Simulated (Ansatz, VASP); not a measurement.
**Two plane-wave programs on Fe**

File POSCAR:

```
Fe
1.0
   -1.4430000000      1.4430000000      1.4430000000
    1.4430000000     -1.4430000000      1.4430000000
    1.4430000000      1.4430000000     -1.4430000000
Fe
1
Direct
    0.0000000000      0.0000000000      0.0000000000
```

The input INCAR.step1:

```
SYSTEM = Fe
  ALGO = Normal
  EDIFF = 1E-4
  ENCUT = 520
  GGA = PE
  ISMEAR = 0
  ISPIN = 2
  LASPH = .TRUE.
  LCHARG = .FALSE.
  LMAXMIX = 4
  LREAL = .FALSE.
  LWAVE = .TRUE.
  MAGMOM = 3.1
  NBANDS = 14
  NELM = 150
  PREC = Accurate
  SIGMA = 0.05
```

INCAR.step2

```
SYSTEM = Fe
  ALGO = Normal
  EDIFF = 1E-8
  ENCUT = 520
  ISIF = 2
  ISMEAR = 0
  ISPIN = 2
  ISTART = 1
  LASPH = .TRUE.
  LCHARG = .FALSE.
  LEFG = .TRUE.
  LMAXMIX = 4
  LMIXTAU = .TRUE.
  LORBIT = 11
  LREAL = .FALSE.
  LWAVE = .FALSE.
  MAGMOM = 3.1
  METAGGA = R2SCAN
  NBANDS = 14
  NELM = 150
  PREC = Accurate
  SIGMA = 0.05
```

The input KPOINTS:

```
k-points
0
G
  22 22 22
  0 0 0
```

Input for Ansatz:

```yaml
crystal:
  lattice:
    - [-1.443, 1.443, 1.443]
    - [1.443, -1.443, 1.443]
    - [1.443, 1.443, -1.443]
  atoms:
    - { symbol: Fe, position: [0.0, 0.0, 0.0], spin: 3.1 }
basis:
  ecutwfc: 500
  ecutrho_ratio: 4
kpoints:
  mp_grid: { grid: [22, 22, 22] }
hamiltonian:
  xc: r2scan
scf:
  occupations: { method: gaussian, width: 0.05 }
output:
  forces: true
  stress: true
  eigenvalues: true
  populations: true
  efg: { contact_densities: true, quadrupole_moments_barn: { Fe: 0.16 } }
magnetization:
  spin_polarized: true
```

Alike in both runs: task electric field gradients; functional r2SCAN; k mesh 22 × 22 × 22; occupations gaussian, width 0.05 eV; collinear spin.

|  | VASP | Ansatz |
| --- | --- | --- |
| version | VASP 6.6.1 | Ansatz 0.2.0 |
| potentials or method | VASP PAW PBE potentials, release 64 (Fe), cutoff 520 eV | scalar-relativistic, plane waves, PAW |
| valence electrons in the cell | 8 | 16 |

```tsv
	VASP	Ansatz	Ansatz less VASP
gap on the k mesh at the Fermi level (eV)	none	none	-
pressure (GPa)	-3.8	-3.5	+0.27
net moment per atom (μB)	2.67	2.67	0.000
size of the moment on the site where the two differ most (μB)	2.75	2.83	+0.085
```

VASP's potentials were made for PBE, not for r2SCAN. Site moments also hang on the region over which each program counts them. A gap of «none» marks a metal or a gap that the smearing closes. VASP's potentials hold 8 valence electrons a cell and Ansatz's 16, so a difference there can come from the potentials and not from the codes. Ansatz's warnings: stability check not made.
